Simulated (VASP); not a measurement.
CdTe:

```xyz
2
Lattice="0.0000 3.2050 3.2050 3.2050 0.0000 3.2050 3.2050 3.2050 0.0000" Properties=species:S:1:pos:R:3 pbc="T T T"
Cd    0.0000    0.0000    0.0000
Te    4.8075    4.8075    4.8075
```

Base run:

```yaml
Program: VASP 6.6.1
Functional: RPBE
Potentials_or_basis: VASP PAW PBE potentials, release 64 (Cd, Te)
Cutoff: 520 eV
k_mesh: 9 × 9 × 9
Occupations: fermi-dirac, width 0.08 eV
Spin: no spin polarisation
```

Its results: band gap on the k mesh 1.02 eV, direct; pressure 6.1 GPa.

Question: The run is repeated on the same cell with these changes: functional from RPBE to PBE; further incar settings from ALGO = Normal; EDIFF = 1e-08; NBANDS = 16; ISYM = 0 to ALGO = Normal; EDIFF = 1e-08; NBANDS = 16. What comes out?

Answer: Band gap on the k mesh 0.87 eV, direct; pressure 4.4 GPa.

Caveats: spin-orbit coupling is left out, which moves the levels of the heavy elements; the PAW data sets were made with another functional, which shifts forces and pressure a little (some runs).

